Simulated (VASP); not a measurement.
# Ti (P6_3/mmc) in VASP: further runs

Runs on Ti. Level: PBE. Tasks: single point.

Program: VASP 6.6.1. These are calculated values, not measurements. Logs are shortened: lines on timing, memory, paths and dates and some standing lists are left out, and cuts for length are marked.

## 1. The cell of the first run

The structure is hexagonal, space group P6_3/mmc (No. 194). Conventional cell: a = 2.804 Å, b = 2.804 Å, c = 4.437 Å, α = 90.00°, β = 90.00°, γ = 120.00°. Within 3.6 Å of Ti (site symmetry -6m2) lie 12 Ti at 2.75 to 2.80 Å.

## 2. Single point, PBE

INCAR reads:

```
SYSTEM = Ti
PREC = Accurate ; ENCUT = 520
EDIFF = 1E-6 ; ISMEAR = -1
SIGMA = 0.05 ; LREAL = .False.
LASPH = .True. ; NELM = 80
ALGO = Normal ; ISIF = 2
LWAVE = .False. ; LCHARG = .False.
GGA = PE ; NBANDS = 19
```

KPOINTS reads:

```
Automatic mesh
0
Gamma
  10 10 6
  0 0 0
```

POSCAR reads:

```
Ti
1.0
    2.8040880669      0.0000000000      0.0000000000
   -1.4020440335      2.4284115004      0.0000000000
    0.0000000000      0.0000000000      4.4371836387
Ti
2
Direct
    0.6666666667      0.3333333333      0.7500000000
    0.3333333333      0.6666666667      0.2500000000
```

Potentials or basis: VASP PAW PBE potentials, release 64 (Ti_sv).

Run with:

```console
$ cat potpaw_PBE.64/Ti_sv/POTCAR > POTCAR
$ mpirun -np 1 vasp_std > vasp.out
```

OUTCAR:

```text
SYSTEM = Ti
   PREC = Accurate
   ENCUT = 520
   EDIFF = 1E-6
   ISMEAR = -1
   LREAL = .False.
   LASPH = .True.
   NELM = 80
   ISIF = 2
   GGA = PE

 ion  position               nearest neighbor table
   1  0.667  0.333  0.750-   2 2.75   2 2.75   2 2.75   2 2.75   2 2.75   2 2.75
   2  0.333  0.667  0.250-   1 2.75   1 2.75   1 2.75   1 2.75   1 2.75   1 2.75

  LATTYP: Found a hexagonal cell.
 ALAT       =     2.8040880669
 C/A-ratio  =     1.5823981034

  Lattice vectors:

 A1 = (   2.8040880669,   0.0000000000,   0.0000000000)
 A2 = (  -1.4020440335,   2.4284115004,   0.0000000000)
 A3 = (   0.0000000000,   0.0000000000,   4.4371836387)

Analysis of symmetry for initial positions (statically):
=====================================================================
 Subroutine PRICEL returns:
 Original cell was already a primitive cell.

 Routine SETGRP: Setting up the symmetry group for a
 hexagonal supercell.

 Subroutine GETGRP returns: Found 24 space group operations
 (whereof 12 operations were pure point group operations)
 out of a pool of 24 trial point group operations.

The static configuration has the point symmetry D_3d.
 The point group associated with its full space group is D_6h.

Analysis of symmetry for dynamics (positions and initial velocities):
=====================================================================
 Subroutine PRICEL returns:
 Original cell was already a primitive cell.

 Routine SETGRP: Setting up the symmetry group for a
 hexagonal supercell.

 Subroutine GETGRP returns: Found 24 space group operations
 (whereof 12 operations were pure point group operations)
 out of a pool of 24 trial point group operations.

The dynamic configuration has the point symmetry D_3d.
 The point group associated with its full space group is D_6h.

 Subroutine INISYM returns: Found 24 space group operations
 (whereof 12 operations are pure point group operations),
 and found     1 'primitive' translations

----------------------------------------------------------------------------------------

                                     Primitive cell

  volume of cell :      30.2149

  direct lattice vectors                    reciprocal lattice vectors
     2.804088067  0.000000000  0.000000000     0.356622180  0.205895912  0.000000000
    -1.402044033  2.428411500  0.000000000     0.000000000  0.411791824  0.000000000
     0.000000000  0.000000000  4.437183639     0.000000000  0.000000000  0.225368180

  length of vectors
     2.804088067  2.804088067  4.437183639     0.411791824  0.411791824  0.225368180

  position of ions in fractional coordinates (direct lattice)
     0.666666667  0.333333333  0.750000000
     0.333333333  0.666666667  0.250000000

  ion indices of the primitive-cell ions
   primitive index   ion index
                 1           1
                 2           2

----------------------------------------------------------------------------------------

 KPOINTS: Automatic mesh

Automatic generation of k-mesh.
 Grid dimensions read from file:
 generate k-points for:   10   10    6

 Generating k-lattice:

  Cartesian coordinates                     Fractional coordinates (reciprocal lattice)
     0.035662218  0.020589591  0.000000000     0.100000000  0.000000000  0.000000000
     0.000000000  0.041179182  0.000000000     0.000000000  0.100000000  0.000000000
     0.000000000  0.000000000  0.037561363     0.000000000  0.000000000  0.166666667

  Length of vectors
     0.041179182  0.041179182  0.037561363

  Shift w.r.t. Gamma in fractional coordinates (k-lattice)
     0.000000000  0.000000000  0.000000000

 Subroutine IBZKPT returns following result:
 ===========================================

 Found     56 irreducible k-points:

 Following reciprocal coordinates:
            Coordinates               Weight
  0.000000  0.000000  0.000000      1.000000
  0.100000  0.000000  0.000000      6.000000
  0.200000  0.000000  0.000000      6.000000
  0.300000 -0.000000  0.000000      6.000000
  0.400000 -0.000000  0.000000      6.000000
  0.500000 -0.000000  0.000000      3.000000
[... 16 lines left out ...]
  0.300000  0.100000  0.166667     24.000000
  0.400000  0.100000  0.166667     24.000000
 [... further k-points ...]
   k-points           NKPTS =     56   k-points in BZ     NKDIM =     56   number of bands    NBANDS=     19
   number of dos      NEDOS =    301   number of ions     NIONS =      2
   total plane-waves  NPLWV =  20736
   dimension x,y,z NGX =    24 NGY =   24 NGZ =   36
   dimension x,y,z NGXF=    48 NGYF=   48 NGZF=   72
   ions per type =               2
   NGX,Y,Z   is equivalent  to a cutoff of  14.23, 14.23, 13.49 a.u.
   NGXF,Y,Z  is equivalent  to a cutoff of  28.46, 28.46, 26.98 a.u.
 SYSTEM =  Ti
   PREC   = accura    normal or accurate (medium, high low for compatibility)
   ISTART =      0    job   : 0-new  1-cont  2-samecut
   ICHARG =      2    charge: 1-file 2-atom 10-const
   ISPIN  =      1    spin polarized calculation?
   LNONCOLLINEAR =      F non collinear calculations
   LSORBIT =      F    spin-orbit coupling
   LASPH  =      T    aspherical Exc in radial PAW
   ENCUT  =  520.0 eV  38.22 Ry    6.18 a.u.   5.21  5.21  8.25*2*pi/ulx,y,z
   NELM   =     80;   NELMIN=  2; NELMDL= -5     # of ELM steps
   EDIFF  = 0.1E-05   stopping-criterion for ELM
   LREAL  =      F    real-space projection
   EDIFFG = 0.1E-04   stopping-criterion for IOM
   NSW    =      0    number of steps for IOM
   IBRION =     -1    ionic relax: 0-MD 1-quasi-New 2-CG
   NFREE  =      0    steps in history (QN), initial steepest desc. (CG)
   ISIF   =      2    stress and relaxation
   ISYM   =      2    0-nonsym 1-usesym 2-fastsym
   POTIM  = 0.5000    time-step for ionic-motion
   TEBEG  =    0.0;   TEEND  =   0.0 temperature during run
   PSTRESS=    0.0 pullay stress
   NELECT =      24.0000    total number of electrons
   NUPDOWN=      -1.0000    fix difference up-down
   EMIN   =  10.00;   EMAX   =-10.00  energy-range for DOS
   EFERMI =   0.00;   METHOD = LEGACY
   ISMEAR =    -1;   SIGMA  =   0.05  broadening in eV -4-tet -1-fermi 0-gaus
   EFERMI_NEDOS =   21; number of points for ismear=-14 and -15
   IALGO  =     38    algorithm
   IMIX   =      4    mixing-type and parameters
     AMIX     =   0.40;   BMIX     =  1.00
     AMIX_MAG =   1.60;   BMIX_MAG =  1.00
  volume/ion in A,a.u.               =      15.11       101.95
  Fermi-wavevector in a.u.,A,eV,Ry     =   1.516136  2.865081 31.275278  2.298668
  Thomas-Fermi vector in A             =   2.625566
   LORBIT       =      0    0 simple, 1 ext, 2 COOP (PROOUT), +10 PAW based schemes
   GGA     = PE    functional components
   LHFCALC =     F    Hartree Fock is set to
   AEXX    =    0.0000 exact exchange contribution
   IVDW    =     0    specifies the selected vdW correction
   LEPSILON=     F    determine dielectric tensor
   LRPA    =     F    only Hartree local field effects (RPA)
 non-spin polarized calculation
  energy-cutoff  :      520.00
  volume of cell :       30.21
 maximum number of plane-waves:       825
 NGX is ok and might be reduce to    24
   NGX = 11   NGY = 11   NGZ = 17

 number of electron      23.9999995 magnetization

 Free energy of the ion-electron system (eV)
  ---------------------------------------------------
  ext. energy  EPLUGINS =         0.00000000
  ---------------------------------------------------
  free energy    TOTEN  =       -15.43041117 eV

  energy without entropy =      -15.41400136  energy(sigma->0) =      -15.42220627

 E-fermi :   9.8973     XC(G=0): -12.1706

 val. band max:        9.7858304947   @ k =   0.3000   0.3000   0.3333
 cond. band min:       9.9006446878   @ k =   0.1000   0.1000   0.3333
 fundamental gap:      0.1148141931
 Fermi energy:         9.8973305600

 k-point     1 :       0.0000    0.0000    0.0000
  band No.  band energies     occupation
      1     -46.7478      2.00000
      2     -46.5091      2.00000
      3     -23.5227      2.00000
      4     -22.5413      2.00000
      5     -22.5413      2.00000
      6     -22.4207      2.00000
[... 11 lines left out ...]
     18      11.7696      0.00000
     19      13.6162      0.00000

 k-point     2 :       0.1000    0.0000    0.0000
  band No.  band energies     occupation
      1     -46.7309      2.00000
      2     -46.5024      2.00000
      3     -23.4887      2.00000
      4     -22.6116      2.00000
      5     -22.5645      2.00000
      6     -22.4619      2.00000
[... 11 lines left out ...]
     18      11.5987      0.00000
     19      13.7174      0.00000

 k-point     3 :       0.2000    0.0000    0.0000
  band No.  band energies     occupation
      1     -46.6851      2.00000
      2     -46.4862      2.00000
      3     -23.3936      2.00000
      4     -22.7973      2.00000
      5     -22.6455      2.00000
      6     -22.6224      2.00000
[... 11 lines left out ...]
     18      12.1483      0.00000
     19      13.9037      0.00000

 k-point     4 :       0.3000   -0.0000    0.0000
  band No.  band energies     occupation
      1     -46.6243      2.00000
      2     -46.4700      2.00000
      3     -23.2574      2.00000
      4     -23.0287      2.00000
      5     -22.8607      2.00000
      6     -22.6901      2.00000
[... 11 lines left out ...]
     18      12.9615      0.00000
     19      14.0488      0.00000

 k-point     5 :       0.4000   -0.0000    0.0000
  band No.  band energies     occupation
      1     -46.5680      2.00000
      2     -46.4635      2.00000
      3     -23.2159      2.00000
      4     -23.1159      2.00000
      5     -23.0271      2.00000
      6     -22.7428      2.00000
[... 11 lines left out ...]
     18      13.8876      0.00000
     19      14.1268      0.00000
[... 334 lines left out ...]
      2     -46.5052      2.00000
      3     -23.3728      2.00000
      4     -22.7008      2.00000
      5     -22.6818      2.00000
      6     -22.5828      2.00000
[... 11 lines left out ...]
     18      12.1628      0.00000
     19      13.7872      0.00000

 k-point    22 :       0.2000    0.1000    0.1667
  band No.  band energies     occupation
      1     -46.6348      2.00000
      2     -46.4865      2.00000
      3     -23.2910      2.00000
      4     -22.8951      2.00000
      5     -22.8351      2.00000
      6     -22.6598      2.00000
[... 11 lines left out ...]
     18      12.8012      0.00000
     19      13.8842      0.00000

 k-point    23 :       0.3000    0.1000    0.1667
  band No.  band energies     occupation
      1     -46.5785      2.00000
      2     -46.4725      2.00000
      3     -23.2516      2.00000
      4     -23.0631      2.00000
      5     -22.9472      2.00000
      6     -22.7364      2.00000
[... 11 lines left out ...]
     18      13.4914      0.00000
     19      14.1460      0.00000

 k-point    24 :       0.4000    0.1000    0.1667
  band No.  band energies     occupation
      1     -46.5374      2.00000
      2     -46.4699      2.00000
      3     -23.3095      2.00000
      4     -23.1323      2.00000
      5     -22.9503      2.00000
      6     -22.7705      2.00000
[... 11 lines left out ...]
     18      13.9590      0.00000
     19      14.8516      0.00000

 [... further k-points ...]
[... 5 lines left out ...]
  --------------------------------------------------------------------------------------
  -------------------------------------------------------------------------------------
  Total        3.6698249      3.6698249      3.6717356     -0.0000000      0.0000000      0.0000000
  in kB      194.5963040    194.5963040    194.6976252     -0.0000000      0.0000000      0.0000000
  external PRESSURE =     194.6300777 kB  Pullay stress =       0.0000000 kB

 VOLUME and BASIS-vectors are now :
 -----------------------------------------------------------------------------
  energy-cutoff  :      520.00
  volume of cell :       30.21
      direct lattice vectors                 reciprocal lattice vectors
     2.804088067  0.000000000  0.000000000     0.356622180  0.205895912  0.000000000
    -1.402044033  2.428411500  0.000000000     0.000000000  0.411791824  0.000000000
     0.000000000  0.000000000  4.437183639     0.000000000  0.000000000  0.225368180

 POSITION                                       TOTAL-FORCE (eV/Angst)
 -----------------------------------------------------------------------------------
      1.40204      0.80947      3.32789        -0.000000      0.000000      0.000000
     -0.00000      1.61894      1.10930         0.000000      0.000000      0.000000
 -----------------------------------------------------------------------------------
    total drift:                               -0.000000      0.000000     -0.000000

  FREE ENERGIE OF THE ION-ELECTRON SYSTEM (eV)
  ---------------------------------------------------
  free  energy   TOTEN  =       -15.4304111720 eV

  energy  without entropy=      -15.4140013618  energy(sigma->0) =      -15.42220627
```

Wall time 24 s (1 thread of Intel Xeon Platinum 8259CL at 2.50GHz (Skylake/Cascade Lake), shared host); peak memory 0.16 GiB.

Results:

```
Free energy            : -15.4304 eV
Pressure               : 19.5 GPa
Band gap on the k mesh : zero (band 12 reaches 10.74 eV, above the bottom of band 13 at 9.73 eV)
```

(Continued in part 2 of 3.)
